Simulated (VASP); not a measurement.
Crystal: PbS (Galena).

```xyz
2
Lattice="4.1942 0.0000 0.0000 2.0971 3.6323 0.0000 2.0971 1.2108 3.4246" Properties=species:S:1:pos:R:3 pbc="T T T"
Pb    0.0000    0.0000    0.0000
S     4.1942    2.4215    1.7123
```

Base run:

```yaml
Program: VASP 6.6.1
Functional: BLYP
Potentials_or_basis: VASP PAW PBE potentials, release 64 (Pb_d, S)
Cutoff: 520 eV
k_mesh: 6 × 6 × 6
Occupations: gaussian, width 0.01 eV
Spin: no spin polarisation
```

Its results: band gap on the k mesh 0.48 eV, direct; pressure 5.9 GPa.

Question: The run is repeated on the same cell with these changes: functional from BLYP to revPBE; further incar settings from ALGO = Normal; EDIFF = 1e-07; NBANDS = 17 to ALGO = Normal; EDIFF = 1e-06; NBANDS = 17. What comes out?

Answer: Band gap on the k mesh 0.43 eV, direct; pressure 3.5 GPa.

Caveats: the PAW data sets were made with another functional, which shifts forces and pressure a little; spin-orbit coupling is left out, which moves the levels of the heavy elements.

A k mesh can miss the band edges.
